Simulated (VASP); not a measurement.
# BAs (F-43m) in VASP: a series of runs

Runs on BAs. Level: PBEsol. Tasks: single point.

All numbers are computed with VASP 6.6.1; they aren't measurements. Logs are shortened: lines on timing, memory, paths and dates and some standing lists are left out, and cuts for length are marked.

## 1. The cell of the first run

The structure is cubic, space group F-43m (No. 216). The conventional cell has a = 4.734 Å, b = 4.734 Å, c = 4.734 Å, α = 90.00°, β = 90.00°, γ = 90.00°. B (site symmetry -43m) has 4 As at 2.05 Å within 2.7 Å. Within 2.7 Å of As (site symmetry -43m) lie 4 B at 2.05 Å.

## 2. Single point, PBEsol

INCAR

```
  ALGO = Normal
  EDIFF = 1E-6
  ENCUT = 520
  GGA = PS
  ISIF = 2
  ISMEAR = 0
  LASPH = True
  LCHARG = False
  LREAL = False
  LWAVE = False
  NBANDS = 11
  NELM = 80
  PREC = Accurate
  SIGMA = 0.01
```

KPOINTS

```
k-points
0
Gamma
  6 6 6
```

POSCAR

```
BAs
1.0
    0.0000000000      2.3670773213      2.3670773213
    2.3670773213      0.0000000000      2.3670773213
    2.3670773213      2.3670773213      0.0000000000
B As
1 1
Direct
    0.0000000000      0.0000000000      0.0000000000
    0.2500000000      0.2500000000      0.2500000000
```

Potentials or basis: VASP PAW PBE potentials, release 64 (B, As).

Started as:

```console
$ cat potpaw_PBE.64/B/POTCAR potpaw_PBE.64/As/POTCAR > POTCAR
$ mpirun -np 1 vasp_std > vasp.out
```

OUTCAR:

```text
EDIFF = 1E-6
   ENCUT = 520
   GGA = PS
   ISIF = 2
   ISMEAR = 0
   LASPH = True
   LREAL = False
   NELM = 80
   PREC = Accurate

 ion  position               nearest neighbor table
   1  0.000  0.000  0.000-   2 2.05   2 2.05   2 2.05   2 2.05
   2  0.250  0.250  0.250-   1 2.05   1 2.05   1 2.05   1 2.05

  LATTYP: Found a face centered cubic cell.
 ALAT       =     4.7341546426

  Lattice vectors:

 A1 = (   0.0000000000,   2.3670773213,   2.3670773213)
 A2 = (   2.3670773213,   0.0000000000,   2.3670773213)
 A3 = (   2.3670773213,   2.3670773213,   0.0000000000)

Analysis of symmetry for initial positions (statically):
=====================================================================
 Subroutine PRICEL returns:
 Original cell was already a primitive cell.

 Routine SETGRP: Setting up the symmetry group for a
 face centered cubic supercell.

 Subroutine GETGRP returns: Found 24 space group operations
 (whereof 24 operations were pure point group operations)
 out of a pool of 48 trial point group operations.

The static configuration has the point symmetry T_d .

Analysis of symmetry for dynamics (positions and initial velocities):
=====================================================================
 Subroutine PRICEL returns:
 Original cell was already a primitive cell.

 Routine SETGRP: Setting up the symmetry group for a
 face centered cubic supercell.

 Subroutine GETGRP returns: Found 24 space group operations
 (whereof 24 operations were pure point group operations)
 out of a pool of 48 trial point group operations.

The dynamic configuration has the point symmetry T_d .

 Subroutine INISYM returns: Found 24 space group operations
 (whereof 24 operations are pure point group operations),
 and found     1 'primitive' translations

----------------------------------------------------------------------------------------

                                     Primitive cell

  volume of cell :      26.5257

  direct lattice vectors                    reciprocal lattice vectors
     0.000000000  2.367077321  2.367077321    -0.211230954  0.211230954  0.211230954
     2.367077321  0.000000000  2.367077321     0.211230954 -0.211230954  0.211230954
     2.367077321  2.367077321  0.000000000     0.211230954  0.211230954 -0.211230954

  length of vectors
     3.347552851  3.347552851  3.347552851     0.365862744  0.365862744  0.365862744

  position of ions in fractional coordinates (direct lattice)
     0.000000000  0.000000000  0.000000000
     0.250000000  0.250000000  0.250000000

[... 76 lines left out ...]
   TEBEG  =    0.0;   TEEND  =   0.0 temperature during run
   PSTRESS=    0.0 pullay stress
   NELECT =       8.0000    total number of electrons
   NUPDOWN=      -1.0000    fix difference up-down
   EMIN   =  10.00;   EMAX   =-10.00  energy-range for DOS
   EFERMI =   0.00;   METHOD = LEGACY
   ISMEAR =     0;   SIGMA  =   0.01  broadening in eV -4-tet -1-fermi 0-gaus
   EFERMI_NEDOS =   21; number of points for ismear=-14 and -15
   IALGO  =     38    algorithm
   IMIX   =      4    mixing-type and parameters
     AMIX     =   0.40;   BMIX     =  1.00
     AMIX_MAG =   1.60;   BMIX_MAG =  1.00
  volume/ion in A,a.u.               =      13.26        89.50
  Fermi-wavevector in a.u.,A,eV,Ry     =   1.097865  2.074665 16.399213  1.205308
  Thomas-Fermi vector in A             =   2.234233
   LORBIT       =      0    0 simple, 1 ext, 2 COOP (PROOUT), +10 PAW based schemes
   GGA     = PS    functional components
   LHFCALC =     F    Hartree Fock is set to
   AEXX    =    0.0000 exact exchange contribution
   IVDW    =     0    specifies the selected vdW correction
   LEPSILON=     F    determine dielectric tensor
   LRPA    =     F    only Hartree local field effects (RPA)
 non-spin polarized calculation
 Gauss-broadening in eV      SIGMA  =   0.01
  energy-cutoff  :      520.00
  volume of cell :       26.53
 maximum number of plane-waves:       725
 NGX is ok and might be reduce to    28
   NGX = 13   NGY = 13   NGZ = 13

 number of electron       8.0000000 magnetization

 Free energy of the ion-electron system (eV)
  ---------------------------------------------------
  ext. energy  EPLUGINS =         0.00000000
  ---------------------------------------------------
  free energy    TOTEN  =       -12.17466072 eV

  energy without entropy =      -12.17466072  energy(sigma->0) =      -12.17466072

 E-fermi :   6.4126     XC(G=0): -10.8436

 val. band max:        6.3518489660   @ k =   0.0000   0.0000   0.0000
 cond. band min:       7.5096584820   @ k =   0.3333   0.3333   0.0000
 fundamental gap:      1.1578095160
 Fermi energy:         6.4126216788

 k-point     1 :       0.0000    0.0000    0.0000
  band No.  band energies     occupation
      1      -9.3376      2.00000
      2       6.3518      2.00000
      3       6.3518      2.00000
      4       6.3518      2.00000
      5       9.6229      0.00000
      6       9.6229      0.00000
      7       9.6229      0.00000
      8      11.3793      0.00000
      9      15.8301      0.00000
     10      19.3905      0.00000
     11      19.3905      0.00000
[... 197 lines left out ...]
 k-point    16 :      -0.3333    0.5000    0.1667
  band No.  band energies     occupation
      1      -4.8676      2.00000
      2      -1.9845      2.00000
      3       0.9924      2.00000
      4       1.1875      2.00000
      5      10.0559      0.00000
      6      10.2946      0.00000
      7      15.1348      0.00000
      8      15.3390      0.00000
      9      18.8337      0.00000
     10      22.2751      0.00000
     11      22.3057      0.00000

------------------------ aborting loop because EDIFF is reached ----------------------------------------

  FORCE on cell =-STRESS in cart. coord.  units (eV):
  Direction    XX          YY          ZZ          XY          YZ          ZX
  --------------------------------------------------------------------------------------
  -------------------------------------------------------------------------------------
  Total        0.6846788      0.6846788      0.6846788     -0.0000000      0.0000000     -0.0000000
  in kB       41.3551987     41.3551987     41.3551987     -0.0000000      0.0000000     -0.0000000
  external PRESSURE =      41.3551987 kB  Pullay stress =       0.0000000 kB

 VOLUME and BASIS-vectors are now :
 -----------------------------------------------------------------------------
  energy-cutoff  :      520.00
  volume of cell :       26.53
      direct lattice vectors                 reciprocal lattice vectors
     0.000000000  2.367077321  2.367077321    -0.211230954  0.211230954  0.211230954
     2.367077321  0.000000000  2.367077321     0.211230954 -0.211230954  0.211230954
     2.367077321  2.367077321  0.000000000     0.211230954  0.211230954 -0.211230954

 POSITION                                       TOTAL-FORCE (eV/Angst)
 -----------------------------------------------------------------------------------
      0.00000      0.00000      0.00000        -0.000000     -0.000000     -0.000000
      1.18354      1.18354      1.18354         0.000000      0.000000      0.000000
 -----------------------------------------------------------------------------------
    total drift:                               -0.000000     -0.000000     -0.000000

  FREE ENERGIE OF THE ION-ELECTRON SYSTEM (eV)
  ---------------------------------------------------
  free  energy   TOTEN  =       -12.1746607195 eV

  energy  without entropy=      -12.1746607195  energy(sigma->0) =      -12.17466072
```

OSZICAR:

```text
N       E                     dE             d eps       ncg     rms          rms(c)
DAV:   1     0.119291976916E+02    0.11929E+02   -0.37975E+03   352   0.649E+02
DAV:   2    -0.120400430851E+02   -0.23969E+02   -0.22355E+02   448   0.102E+02
DAV:   3    -0.128386442013E+02   -0.79860E+00   -0.79590E+00   430   0.179E+01
DAV:   4    -0.128408031901E+02   -0.21590E-02   -0.21588E-02   405   0.107E+00
DAV:   5    -0.128408062168E+02   -0.30267E-05   -0.30267E-05   406   0.426E-02    0.504E+00
DAV:   6    -0.122605132479E+02    0.58029E+00   -0.14345E+00   385   0.487E+00    0.248E+00
DAV:   7    -0.121841406322E+02    0.76373E-01   -0.20620E-01   406   0.219E+00    0.953E-01
DAV:   8    -0.121744685346E+02    0.96721E-02   -0.19648E-02   388   0.772E-01    0.944E-02
DAV:   9    -0.121746038834E+02   -0.13535E-03   -0.70678E-04   400   0.160E-01    0.545E-02
DAV:  10    -0.121746581263E+02   -0.54243E-04   -0.86595E-05   390   0.548E-02    0.960E-03
DAV:  11    -0.121746608566E+02   -0.27303E-05   -0.19896E-06   421   0.999E-03    0.942E-03
DAV:  12    -0.121746607195E+02    0.13714E-06   -0.97680E-07   259   0.494E-03
   1 F= -.12174661E+02 E0= -.12174661E+02  d E =-.714798E-20
```

stdout:

```text
POSCAR found type information on POSCAR B As
 POSCAR found :  2 types and       2 ions
 scaLAPACK will be used
 -----------------------------------------------------------------------------
|                                                                             |
|                                                                             |
|     You enforced a specific xc type in the INCAR file but a different       |
|     I HOPE YOU KNOW WHAT YOU ARE DOING!                                     |
|                                                                             |
 -----------------------------------------------------------------------------

 LDA part: xc-table for (Slater+PW92), standard interpolation
 POSCAR, INCAR and KPOINTS ok, starting setup
 FFT: planning ... GRIDC
 FFT: planning ... GRID_SOFT
 FFT: planning ... GRID
 WAVECAR not read
 entering main loop
```

Run time: 4 s. Hardware: 1 thread of Intel Xeon 6975P-C, shared host; peak memory 0.15 GiB.

Results:

| Property | Result |
| --- | --- |
| Free energy | -12.1747 eV |
| Pressure | 4.1 GPa |
| Band gap on the k mesh | 1.16 eV, indirect (least direct gap 3.27 eV) |

Caveat: the PAW data sets were made with another functional, which shifts forces and pressure a little. A k mesh can miss the band edges.

## 3. Single point, PBEsol

This run uses another cell than the first one, of 13.63 Å³/atom, 1.027 times its volume.

INCAR

```
SYSTEM = BAs
ALGO = Normal ; EDIFF = 1E-7
ENCUT = 520 ; GGA = PS
ISIF = 2 ; ISMEAR = 0
LASPH = .TRUE. ; LCHARG = .FALSE.
LREAL = .FALSE. ; LWAVE = .FALSE.
NBANDS = 11 ; NELM = 60
PREC = Accurate ; SIGMA = 0.01
```

KPOINTS

```
k-points
0
G
  6 6 6
  0 0 0
```

POSCAR

```
BAs
1.0
    0.0000000000      2.3885000000      2.3885000000
    2.3885000000      0.0000000000      2.3885000000
    2.3885000000      2.3885000000      0.0000000000
B As
1 1
Direct
    0.0000000000      0.0000000000      0.0000000000
    0.2500000000      0.2500000000      0.2500000000
```

Potentials or basis: VASP PAW PBE potentials, release 64 (B, As).

Started as:

```console
$ cat potpaw_PBE.64/B/POTCAR potpaw_PBE.64/As/POTCAR > POTCAR
$ mpirun -np 1 vasp_std > vasp.out
```

OUTCAR:

```text
SYSTEM = BAs
   EDIFF = 1E-7
   ENCUT = 520
   GGA = PS
   ISIF = 2
   ISMEAR = 0
   LASPH = .TRUE.
   LREAL = .FALSE.
   NELM = 60
   PREC = Accurate

 ion  position               nearest neighbor table
   1  0.000  0.000  0.000-   2 2.07   2 2.07   2 2.07   2 2.07
   2  0.250  0.250  0.250-   1 2.07   1 2.07   1 2.07   1 2.07

  LATTYP: Found a face centered cubic cell.
 ALAT       =     4.7770000000

  Lattice vectors:

 A1 = (   0.0000000000,   2.3885000000,   2.3885000000)
 A2 = (   2.3885000000,   0.0000000000,   2.3885000000)
 A3 = (   2.3885000000,   2.3885000000,   0.0000000000)

Analysis of symmetry for initial positions (statically):
=====================================================================
 Subroutine PRICEL returns:
 Original cell was already a primitive cell.

 Routine SETGRP: Setting up the symmetry group for a
 face centered cubic supercell.

 Subroutine GETGRP returns: Found 24 space group operations
 (whereof 24 operations were pure point group operations)
 out of a pool of 48 trial point group operations.

The static configuration has the point symmetry T_d .

Analysis of symmetry for dynamics (positions and initial velocities):
[... 161 lines left out ...]
      2       6.0504      2.00000
      3       6.0504      2.00000
      4       6.0504      2.00000
      5       9.2874      0.00000
      6       9.2874      0.00000
      7       9.2874      0.00000
      8      10.7322      0.00000
      9      15.3940      0.00000
     10      18.9769      0.00000
     11      18.9769      0.00000
[... 197 lines left out ...]
 k-point    16 :      -0.3333    0.5000    0.1667
  band No.  band energies     occupation
      1      -5.0719      2.00000
      2      -2.1502      2.00000
      3       0.8439      2.00000
      4       1.0380      2.00000
      5       9.7459      0.00000
      6       9.9440      0.00000
      7      14.6604      0.00000
      8      14.8672      0.00000
      9      18.3056      0.00000
     10      21.6333      0.00000
     11      21.8041      0.00000

------------------------ aborting loop because EDIFF is reached ----------------------------------------

  FORCE on cell =-STRESS in cart. coord.  units (eV):
  Direction    XX          YY          ZZ          XY          YZ          ZX
  --------------------------------------------------------------------------------------
  -------------------------------------------------------------------------------------
  Total        0.0164950      0.0164950      0.0164950      0.0000000      0.0000000      0.0000000
  in kB        0.9697464      0.9697464      0.9697464      0.0000000      0.0000000      0.0000000
  external PRESSURE =       0.9697464 kB  Pullay stress =       0.0000000 kB

 VOLUME and BASIS-vectors are now :
 -----------------------------------------------------------------------------
  energy-cutoff  :      520.00
  volume of cell :       27.25
      direct lattice vectors                 reciprocal lattice vectors
     0.000000000  2.388500000  2.388500000    -0.209336404  0.209336404  0.209336404
     2.388500000  0.000000000  2.388500000     0.209336404 -0.209336404  0.209336404
     2.388500000  2.388500000  0.000000000     0.209336404  0.209336404 -0.209336404

 POSITION                                       TOTAL-FORCE (eV/Angst)
 -----------------------------------------------------------------------------------
      0.00000      0.00000      0.00000        -0.000000     -0.000000     -0.000000
      1.19425      1.19425      1.19425         0.000000      0.000000      0.000000
 -----------------------------------------------------------------------------------
    total drift:                               -0.000000     -0.000000     -0.000000

  FREE ENERGIE OF THE ION-ELECTRON SYSTEM (eV)
  ---------------------------------------------------
  free  energy   TOTEN  =       -12.1842351410 eV

  energy  without entropy=      -12.1842351410  energy(sigma->0) =      -12.18423514
```

Wall time 4.8 s (1 thread of Intel Xeon 6975P-C, shared host); peak memory 0.15 GiB.

What came out:

```yaml
Free_energy: -12.1842 eV
Pressure: 0.1 GPa
Band_gap_on_the_k_mesh: 1.18 eV, indirect (least direct gap 3.24 eV)
```

Caveat: the PAW data sets were made with another functional, which shifts forces and pressure a little.

## 4. Single point, PBEsol

This run uses another cell than the first one, of 13.99 Å³/atom, 1.055 times its volume.

INCAR

```
ALGO = Normal
EDIFF = 1E-7
ENCUT = 520
GGA = PS
ISIF = 2
ISMEAR = 0
LASPH = T
LCHARG = T
LELF = T
LREAL = F
LVHAR = T
LWAVE = F
NBANDS = 11
NELM = 80
PREC = Accurate
SIGMA = 0.01
```

KPOINTS

```
k-points
0
Gamma
  6 6 6
```

POSCAR

```
BAs
1.0
    0.0000000000      2.4095451372      2.4095451372
    2.4095451372      0.0000000000      2.4095451372
    2.4095451372      2.4095451372      0.0000000000
B As
1 1
Direct
    0.0000000000      0.0000000000      0.0000000000
    0.2500000000      0.2500000000      0.2500000000
```

Potentials or basis: VASP PAW PBE potentials, release 64 (B, As).

Started as:

```console
$ cat potpaw_PBE.64/B/POTCAR potpaw_PBE.64/As/POTCAR > POTCAR
$ mpirun -np 1 vasp_std > vasp.out
```

OUTCAR:

```text
EDIFF = 1E-7
   ENCUT = 520
   GGA = PS
   ISIF = 2
   ISMEAR = 0
   LASPH = T
   LREAL = F
   NELM = 80
   PREC = Accurate

 ion  position               nearest neighbor table
   1  0.000  0.000  0.000-   2 2.09   2 2.09   2 2.09   2 2.09
   2  0.250  0.250  0.250-   1 2.09   1 2.09   1 2.09   1 2.09

  LATTYP: Found a face centered cubic cell.
 ALAT       =     4.8190902744

  Lattice vectors:

 A1 = (   0.0000000000,   2.4095451372,   2.4095451372)
[... 400 lines left out ...]
------------------------ aborting loop because EDIFF is reached ----------------------------------------

  FORCE on cell =-STRESS in cart. coord.  units (eV):
  Direction    XX          YY          ZZ          XY          YZ          ZX
  --------------------------------------------------------------------------------------
  -------------------------------------------------------------------------------------
  Total       -0.5988554     -0.5988554     -0.5988554      0.0000000     -0.0000000      0.0000000
  in kB      -34.2923609    -34.2923609    -34.2923609      0.0000000     -0.0000000      0.0000000
  external PRESSURE =     -34.2923609 kB  Pullay stress =       0.0000000 kB

 VOLUME and BASIS-vectors are now :
 -----------------------------------------------------------------------------
  energy-cutoff  :      520.00
  volume of cell :       27.98
      direct lattice vectors                 reciprocal lattice vectors
     0.000000000  2.409545137  2.409545137    -0.207508045  0.207508045  0.207508045
     2.409545137  0.000000000  2.409545137     0.207508045 -0.207508045  0.207508045
     2.409545137  2.409545137  0.000000000     0.207508045  0.207508045 -0.207508045

 POSITION                                       TOTAL-FORCE (eV/Angst)
 -----------------------------------------------------------------------------------
      0.00000      0.00000      0.00000         0.000000     -0.000000      0.000000
      1.20477      1.20477      1.20477        -0.000000      0.000000     -0.000000
 -----------------------------------------------------------------------------------
    total drift:                               -0.000000     -0.000000     -0.000000

  FREE ENERGIE OF THE ION-ELECTRON SYSTEM (eV)
  ---------------------------------------------------
  free  energy   TOTEN  =       -12.1766512742 eV

  energy  without entropy=      -12.1766512742  energy(sigma->0) =      -12.17665127
```

stdout:

```text
POSCAR found type information on POSCAR B As
 POSCAR found :  2 types and       2 ions
 scaLAPACK will be used
 -----------------------------------------------------------------------------
|                                                                             |
|                                                                             |
|     You enforced a specific xc type in the INCAR file but a different       |
|     I HOPE YOU KNOW WHAT YOU ARE DOING!                                     |
|                                                                             |
 -----------------------------------------------------------------------------

 LDA part: xc-table for (Slater+PW92), standard interpolation
 POSCAR, INCAR and KPOINTS ok, starting setup
 FFT: planning ... GRIDC
 FFT: planning ... GRID_SOFT
 FFT: planning ... GRID
 WAVECAR not read
 entering main loop
```

Run time: 4.6 s. Hardware: 1 thread of Intel Xeon 6975P-C, shared host; peak memory 0.15 GiB.

Results:

```yaml
Free_energy: -12.1767 eV
Pressure: -3.4 GPa
Band_gap_on_the_k_mesh: 1.20 eV, indirect (least direct gap 3.21 eV)
```

Caveat: the PAW data sets were made with another functional, which shifts forces and pressure a little.

## 5. Summary

```csv
cell,gap on the mesh (eV),pressure (GPa)
"a = 3.348 Å, angles 60.0°, 2 atoms",1.16,4.1
"a = 3.378 Å, angles 60.0°, 2 atoms",1.18,0.1
"a = 3.408 Å, angles 60.0°, 2 atoms",1.20,-3.4
```

Alike in all rows: task single point; level PBEsol; potentials or basis VASP PAW PBE potentials, release 64 (B, As); no spin polarisation; k mesh 6 × 6 × 6; cutoff (eV) 520; smearing gaussian 0.01 eV.

Caveats: the PAW data sets were made with another functional, which shifts forces and pressure a little.

Absolute energies hang on the potentials; compare differences alone.
